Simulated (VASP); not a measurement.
# ZnCu2SnSe4 (I-42m) in VASP: notebook

The runs below take ZnCu2SnSe4 through single point, with PBEsol+D3(BJ).

Program: VASP 6.6.1. These are calculated values, not measurements. Logs are shortened: lines on timing, memory, paths and dates and some standing lists are left out, and cuts for length are marked.

## 1. The cell of the first run

It takes space group I-42m (No. 121, tetragonal). The conventional cell has a = 5.594 Å, b = 5.594 Å, c = 11.202 Å, α = 90.00°, β = 90.00°, γ = 90.00°. Sn (site symmetry -42m) has 4 Se at 2.57 Å within 3.4 Å. Within 3.1 Å of Se (site symmetry m) lie 2 Cu at 2.35 Å and 1 Zn at 2.43 Å and 1 Sn at 2.57 Å. Within 3.2 Å of Zn (site symmetry -42m) lie 4 Se at 2.43 Å. Cu (site symmetry -4) has 4 Se at 2.35 Å within 3.1 Å.

## 2. Single point, PBEsol+D3(BJ)

INCAR

```
SYSTEM = ZnCu2SnSe4
ALGO     = Normal         ! electronic algorithm
EDIFF    = 1E-6           ! SCF threshold, eV
ENCUT    = 520            ! plane-wave cutoff, eV
GGA      = PS             ! functional
ISIF     = 2              ! what is computed and relaxed
ISMEAR   = -1             ! smearing method
IVDW     = 12             ! dispersion correction
LASPH    = .TRUE.         ! aspherical terms in the spheres
LCHARG   = .FALSE.        ! write CHGCAR
LREAL    = .FALSE.        ! projectors in reciprocal space
LWAVE    = .FALSE.        ! write WAVECAR
NBANDS   = 46             ! bands
NELM     = 100            ! most SCF steps
PREC     = Accurate       ! precision mode
SIGMA    = 0.05           ! smearing width, eV
```

KPOINTS

```
k-points
0
G
  7 7 7
  0 0 0
```

POSCAR

```
ZnCu2SnSe4
1.0
   -2.7969632370      2.7969632370      5.6008901201
    2.7969632370     -2.7969632370      5.6008901201
    2.7969632370      2.7969632370     -5.6008901201
Sn Se Zn Cu
1 4 1 2
Direct
    0.5000000000      0.5000000000      0.0000000000
    0.8972839130      0.3751013423      0.0000000000
    0.1027160870      0.1027160870      0.4778174293
    0.3751013423      0.8972839130      0.0000000000
    0.6248986577      0.6248986577      0.5221825707
    0.0000000000      0.0000000000      0.0000000000
    0.2500000000      0.7500000000      0.5000000000
    0.7500000000      0.2500000000      0.5000000000
```

Potentials or basis: VASP PAW PBE potentials, release 64 (Sn_d, Se, Zn, Cu).

Command:

```console
$ cat potpaw_PBE.64/Sn_d/POTCAR potpaw_PBE.64/Se/POTCAR potpaw_PBE.64/Zn/POTCAR potpaw_PBE.64/Cu/POTCAR > POTCAR
$ mpirun -np 1 vasp_std > vasp.out
```

OUTCAR:

```text
SYSTEM = ZnCu2SnSe4
   EDIFF = 1E-6
   ENCUT = 520
   GGA = PS
   ISIF = 2
   ISMEAR = -1
   IVDW = 12
   LASPH = .TRUE.
   LREAL = .FALSE.
   NELM = 100
   PREC = Accurate
 IVDW          = 12

 ion  position               nearest neighbor table
   1  0.500  0.500  0.000-   5 2.57   2 2.57   4 2.57   3 2.57
   2  0.897  0.375  0.000-   7 2.35   8 2.35   6 2.43   1 2.57
   3  0.103  0.103  0.478-   7 2.35   8 2.35   6 2.43   1 2.57
   4  0.375  0.897  0.000-   8 2.35   7 2.35   6 2.43   1 2.57
   5  0.625  0.625  0.522-   7 2.35   8 2.35   6 2.43   1 2.57
   6  0.000  0.000  0.000-   5 2.43   4 2.43   2 2.43   3 2.43
   7  0.250  0.750  0.500-   3 2.35   4 2.35   2 2.35   5 2.35
   8  0.750  0.250  0.500-   3 2.35   2 2.35   4 2.35   5 2.35

  LATTYP: Found a body centered tetragonal cell.
 ALAT       =     5.5939264740
 C/A-ratio  =     2.0024897167

  Lattice vectors:

 A1 = (  -2.7969632370,   2.7969632370,   5.6008901201)
 A2 = (   2.7969632370,  -2.7969632370,   5.6008901201)
 A3 = (   2.7969632370,   2.7969632370,  -5.6008901201)

Analysis of symmetry for initial positions (statically):
=====================================================================
 Subroutine PRICEL returns:
 Original cell was already a primitive cell.

 Routine SETGRP: Setting up the symmetry group for a
 body centered tetragonal supercell.

 Subroutine GETGRP returns: Found  8 space group operations
 (whereof  8 operations were pure point group operations)
 out of a pool of 16 trial point group operations.

The static configuration has the point symmetry D_2d.

Analysis of symmetry for dynamics (positions and initial velocities):
=====================================================================
 Subroutine PRICEL returns:
 Original cell was already a primitive cell.

 Routine SETGRP: Setting up the symmetry group for a
 body centered tetragonal supercell.

 Subroutine GETGRP returns: Found  8 space group operations
 (whereof  8 operations were pure point group operations)
 out of a pool of 16 trial point group operations.

The dynamic configuration has the point symmetry D_2d.

 Subroutine INISYM returns: Found  8 space group operations
 (whereof  8 operations are pure point group operations),
 and found     1 'primitive' translations

----------------------------------------------------------------------------------------

                                     Primitive cell

  volume of cell :     175.2631

  direct lattice vectors                    reciprocal lattice vectors
    -2.796963237  2.796963237  5.600890120     0.000000000  0.178765310  0.089271525
     2.796963237 -2.796963237  5.600890120     0.178765310  0.000000000  0.089271525
     2.796963237  2.796963237 -5.600890120     0.178765310  0.178765310  0.000000000

  length of vectors
     6.856819732  6.856819732  6.856819732     0.199816018  0.199816018  0.252812326

  position of ions in fractional coordinates (direct lattice)
     0.500000000  0.500000000  0.000000000
     0.897283913  0.375101342  0.000000000
     0.102716087  0.102716087  0.477817429
     0.375101342  0.897283913  0.000000000
     0.624898658  0.624898658  0.522182571
     0.000000000  0.000000000  0.000000000
     0.250000000  0.750000000  0.500000000
     0.750000000  0.250000000  0.500000000

  ion indices of the primitive-cell ions
   primitive index   ion index
                 1           1
                 2           2
                 3           3
                 4           4
                 5           5
                 6           6
                 7           7
                 8           8

----------------------------------------------------------------------------------------

 KPOINTS: k-points

Automatic generation of k-mesh.
 Grid dimensions read from file:
 generate k-points for:    7    7    7

 Generating k-lattice:

  Cartesian coordinates                     Fractional coordinates (reciprocal lattice)
     0.000000000  0.025537901  0.012753075     0.142857143  0.000000000  0.000000000
     0.025537901  0.000000000  0.012753075     0.000000000  0.142857143  0.000000000
     0.025537901  0.025537901  0.000000000     0.000000000  0.000000000  0.142857143

  Length of vectors
     0.028545145  0.028545145  0.036116047

  Shift w.r.t. Gamma in fractional coordinates (k-lattice)
     0.000000000  0.000000000  0.000000000

 Subroutine IBZKPT returns following result:
 ===========================================

 Found     40 irreducible k-points:

 Following reciprocal coordinates:
            Coordinates               Weight
  0.000000  0.000000  0.000000      1.000000
  0.142857  0.000000 -0.000000      8.000000
  0.285714  0.000000  0.000000      8.000000
  0.428571  0.000000  0.000000      8.000000
  0.142857  0.142857 -0.000000      8.000000
  0.285714  0.142857  0.000000     16.000000
[... 16 lines left out ...]
 -0.142857  0.285714  0.142857      8.000000
 -0.428571  0.428571  0.142857      8.000000
 [... further k-points ...]
   k-points           NKPTS =     40   k-points in BZ     NKDIM =     40   number of bands    NBANDS=     46
   number of dos      NEDOS =    301   number of ions     NIONS =      8
   total plane-waves  NPLWV = 157464
   dimension x,y,z NGX =    54 NGY =   54 NGZ =   54
   dimension x,y,z NGXF=   108 NGYF=  108 NGZF=  108
   ions per type =               1   4   1   2
   NGX,Y,Z   is equivalent  to a cutoff of  13.09, 13.09, 13.09 a.u.
   NGXF,Y,Z  is equivalent  to a cutoff of  26.18, 26.18, 26.18 a.u.
 SYSTEM =  ZnCu2SnSe4
   PREC   = accura    normal or accurate (medium, high low for compatibility)
   ISTART =      0    job   : 0-new  1-cont  2-samecut
   ICHARG =      2    charge: 1-file 2-atom 10-const
   ISPIN  =      1    spin polarized calculation?
   LNONCOLLINEAR =      F non collinear calculations
   LSORBIT =      F    spin-orbit coupling
   LASPH  =      T    aspherical Exc in radial PAW
   ENCUT  =  520.0 eV  38.22 Ry    6.18 a.u.  12.75 12.75 12.75*2*pi/ulx,y,z
   NELM   =    100;   NELMIN=  2; NELMDL= -5     # of ELM steps
   EDIFF  = 0.1E-05   stopping-criterion for ELM
   LREAL  =      F    real-space projection
   EDIFFG = 0.1E-04   stopping-criterion for IOM
   NSW    =      0    number of steps for IOM
   IBRION =     -1    ionic relax: 0-MD 1-quasi-New 2-CG
   NFREE  =      0    steps in history (QN), initial steepest desc. (CG)
   ISIF   =      2    stress and relaxation
   ISYM   =      2    0-nonsym 1-usesym 2-fastsym
   POTIM  = 0.5000    time-step for ionic-motion
   TEBEG  =    0.0;   TEEND  =   0.0 temperature during run
   PSTRESS=    0.0 pullay stress
   NELECT =      72.0000    total number of electrons
   NUPDOWN=      -1.0000    fix difference up-down
   EMIN   =  10.00;   EMAX   =-10.00  energy-range for DOS
   EFERMI =   0.00;   METHOD = LEGACY
   ISMEAR =    -1;   SIGMA  =   0.05  broadening in eV -4-tet -1-fermi 0-gaus
   EFERMI_NEDOS =   21; number of points for ismear=-14 and -15
   IALGO  =     38    algorithm
   IMIX   =      4    mixing-type and parameters
     AMIX     =   0.40;   BMIX     =  1.00
     AMIX_MAG =   1.60;   BMIX_MAG =  1.00
  volume/ion in A,a.u.               =      21.91       147.84
  Fermi-wavevector in a.u.,A,eV,Ry     =   1.216995  2.299787 20.151275  1.481077
  Thomas-Fermi vector in A             =   2.352330
   LORBIT       =      0    0 simple, 1 ext, 2 COOP (PROOUT), +10 PAW based schemes
   GGA     = PS    functional components
   LHFCALC =     F    Hartree Fock is set to
   AEXX    =    0.0000 exact exchange contribution
   IVDW    =    12    specifies the selected vdW correction
   LEPSILON=     F    determine dielectric tensor
   LRPA    =     F    only Hartree local field effects (RPA)
 non-spin polarized calculation
  energy-cutoff  :      520.00
  volume of cell :      175.26
 maximum number of plane-waves:      4757
 NGX is ok and might be reduce to    54
   NGX = 25   NGY = 25   NGZ = 25

 number of electron      72.0000012 magnetization

 Free energy of the ion-electron system (eV)
  ---------------------------------------------------
  ext. energy  EPLUGINS =         0.00000000
  ---------------------------------------------------
  free energy    TOTEN  =       -32.71748774 eV

  energy without entropy =      -32.71544363  energy(sigma->0) =      -32.71646569

 E-fermi :   4.4593     XC(G=0):  -9.9071

 val. band max:        4.4115620645   @ k =   0.0000   0.0000   0.0000
 cond. band min:       4.6187285800   @ k =   0.4286   0.4286  -0.0000
 fundamental gap:      0.2071665154
 Fermi energy:         4.4592629629

 k-point     1 :       0.0000    0.0000    0.0000
  band No.  band energies     occupation
      1     -17.8608      2.00000
      2     -17.8608      2.00000
      3     -17.8480      2.00000
      4     -17.7998      2.00000
      5     -17.7866      2.00000
      6     -10.3379      2.00000
[... 38 lines left out ...]
     45       9.2418      0.00000
     46      10.5861      0.00000

 k-point     2 :       0.1429    0.0000   -0.0000
  band No.  band energies     occupation
      1     -17.8609      2.00000
      2     -17.8608      2.00000
      3     -17.8481      2.00000
      4     -17.7998      2.00000
      5     -17.7865      2.00000
      6     -10.2711      2.00000
[... 38 lines left out ...]
     45       9.2903      0.00000
     46      10.1200      0.00000

 k-point     3 :       0.2857    0.0000    0.0000
  band No.  band energies     occupation
      1     -17.8610      2.00000
      2     -17.8608      2.00000
      3     -17.8482      2.00000
      4     -17.7997      2.00000
      5     -17.7864      2.00000
      6     -10.0816      2.00000
[... 1018 lines left out ...]
     45       9.9761      0.00000
     46      10.2381      0.00000

 k-point    24 :      -0.4286    0.4286    0.1429
  band No.  band energies     occupation
      1     -17.8612      2.00000
      2     -17.8609      2.00000
      3     -17.8487      2.00000
      4     -17.7995      2.00000
      5     -17.7860      2.00000
      6      -9.5808      2.00000
[... 38 lines left out ...]
     45       9.7991      0.00000
     46       9.8969      0.00000

 [... further k-points ...]

------------------------ aborting loop because EDIFF is reached ----------------------------------------

 Edisp (eV)   -2.64702

 E8    (eV) :    -1.7218

  FORCE on cell =-STRESS in cart. coord.  units (eV):
  Direction    XX          YY          ZZ          XY          YZ          ZX
  --------------------------------------------------------------------------------------
  -------------------------------------------------------------------------------------
  Total       0.39918     0.39918     0.31948     0.00000    -0.00000    -0.00000
  in kB       3.64909     3.64909     2.92059     0.00000    -0.00000    -0.00000
  external pressure =        3.41 kB  Pullay stress =        0.00 kB

 VOLUME and BASIS-vectors are now :
 -----------------------------------------------------------------------------
  energy-cutoff  :      520.00
  volume of cell :      175.26
      direct lattice vectors                 reciprocal lattice vectors
    -2.796963237  2.796963237  5.600890120     0.000000000  0.178765310  0.089271525
     2.796963237 -2.796963237  5.600890120     0.178765310  0.000000000  0.089271525
     2.796963237  2.796963237 -5.600890120     0.178765310  0.178765310  0.000000000

 POSITION                                       TOTAL-FORCE (eV/Angst)
 -----------------------------------------------------------------------------------
      0.00000      0.00000      5.60089        -0.000000     -0.000000     -0.000000
     -1.46053      1.46053      7.12649         0.006309     -0.006309     -0.011547
      1.33644      1.33644     -1.52560         0.006309      0.006309      0.011547
      1.46053     -1.46053      7.12649        -0.006309      0.006309     -0.011547
      1.46053      1.46053      4.07529        -0.006309     -0.006309      0.011547
      0.00000      0.00000      0.00000        -0.000000     -0.000000      0.000000
      2.79696      0.00000      2.80045        -0.000000     -0.000000      0.000000
      0.00000      2.79696      2.80045        -0.000000     -0.000000     -0.000000
 -----------------------------------------------------------------------------------
    total drift:                               -0.000006     -0.000006     -0.000002

  FREE ENERGIE OF THE ION-ELECTRON SYSTEM (eV)
  ---------------------------------------------------
  free  energy   TOTEN  =       -35.3645039668 eV

  energy  without entropy=      -35.3624598620  energy(sigma->0) =      -35.36348191
```

Wall time 7 min (1 thread of Intel Xeon 6975P-C (Granite Rapids), shared host); peak memory 0.59 GiB.

What came out:

- Free energy: -35.3645 eV
- Pressure: 0.3 GPa
- Largest force: 0.015 eV/Å
- Band gap on the k mesh: zero (filled and empty bands touch)
- Dispersion energy per atom: -0.331 eV

Forces on the atoms (eV/Å):
```
Sn   0.000  0.000  0.000
Se   0.006 -0.006 -0.012
Se   0.006  0.006  0.012
Se  -0.006  0.006 -0.012
Se  -0.006 -0.006  0.012
Zn   0.000  0.000  0.000
Cu   0.000  0.000  0.000
Cu   0.000  0.000  0.000
```

Levels at points of the mesh, in eV from the Fermi level:
| k point | band 33 | band 34 | band 35 | band 36 | band 37 | band 38 | band 39 | band 40 |
| --- | --- | --- | --- | --- | --- | --- | --- | --- |
| (0.00, 0.00, 0.00) | -2.02 | -0.38 | -0.10 | -0.05 | -0.05 | 1.41 | 2.56 | 3.23 |

Caveat: semilocal functionals underestimate gaps, and a narrow one can read as zero; the PAW data sets were made with another functional, which shifts forces and pressure a little; spin-orbit coupling is left out, which moves the levels of the heavy elements.

## 3. Single point, PBEsol+D3(BJ)

This run uses another cell than the first one, of 22.01 Å³/atom.

INCAR

```
SYSTEM = ZnCu2SnSe4
  PREC = Accurate
  ENCUT = 520
  EDIFF = 1E-6
  ISMEAR = -1
  SIGMA = 0.05
  LREAL = .False.
  LASPH = .True.
  NELM = 100
  ALGO = Normal
  ISIF = 2
  LWAVE = .False.
  LCHARG = .True.
  GGA = PS
  IVDW = 12
  LELF = .True.
  LVHAR = .True.
  NBANDS = 46
```

KPOINTS

```
regular mesh
0
Gamma
  7 7 7
  0 0 0
```

POSCAR

```
ZnCu2SnSe4
1.0
   -2.8015210563      2.8015210563      5.6092740234
    2.8015210563     -2.8015210563      5.6092740234
    2.8015210563      2.8015210563     -5.6092740234
Sn Se Zn Cu
1 4 1 2
Direct
    0.5000000000      0.5000000000      0.0000000000
    0.8971781783      0.3751743373      0.0000000000
    0.1028218217      0.1028218217      0.4779961590
    0.3751743373      0.8971781783      0.0000000000
    0.6248256627      0.6248256627      0.5220038410
    0.0000000000      0.0000000000      0.0000000000
    0.2500000000      0.7500000000      0.5000000000
    0.7500000000      0.2500000000      0.5000000000
```

Potentials or basis: VASP PAW PBE potentials, release 64 (Sn_d, Se, Zn, Cu).

Command:

```console
$ cat potpaw_PBE.64/Sn_d/POTCAR potpaw_PBE.64/Se/POTCAR potpaw_PBE.64/Zn/POTCAR potpaw_PBE.64/Cu/POTCAR > POTCAR
$ mpirun -np 1 vasp_std > vasp.out
```

Wall time 7.3 min (1 thread of Intel Xeon 6975P-C (Granite Rapids), shared host); peak memory 0.6 GiB.

The run converged. Its results:

```yaml
Free_energy: -35.3650 eV
Pressure: 0.0 GPa
Largest_force: 0.015 eV/Å
Band_gap_on_the_k_mesh: zero (filled and empty bands touch)
Dispersion_energy_per_atom: -0.329 eV
```

Forces in eV/Å, atoms in the order of the input:
```
Sn   0.000  0.000  0.000
Se   0.006 -0.006 -0.012
Se   0.006  0.006  0.012
Se  -0.006  0.006 -0.012
Se  -0.006 -0.006  0.012
Zn   0.000  0.000  0.000
Cu   0.000  0.000  0.000
Cu   0.000  0.000  0.000
```

Levels at points of the mesh, in eV from the Fermi level:
```csv
k point,band 34,band 35,band 36,band 37,band 38,band 39
"(0.00, 0.00, 0.00)",-0.39,-0.10,-0.05,-0.05,1.42,2.56
```

Caveat: three body term missing; semilocal functionals underestimate gaps, and a narrow one can read as zero; the PAW data sets were made with another functional, which shifts forces and pressure a little; spin-orbit coupling is left out, which moves the levels of the heavy elements.

The gap in the log of VASP goes by the Fermi energy; the results here count the filled bands.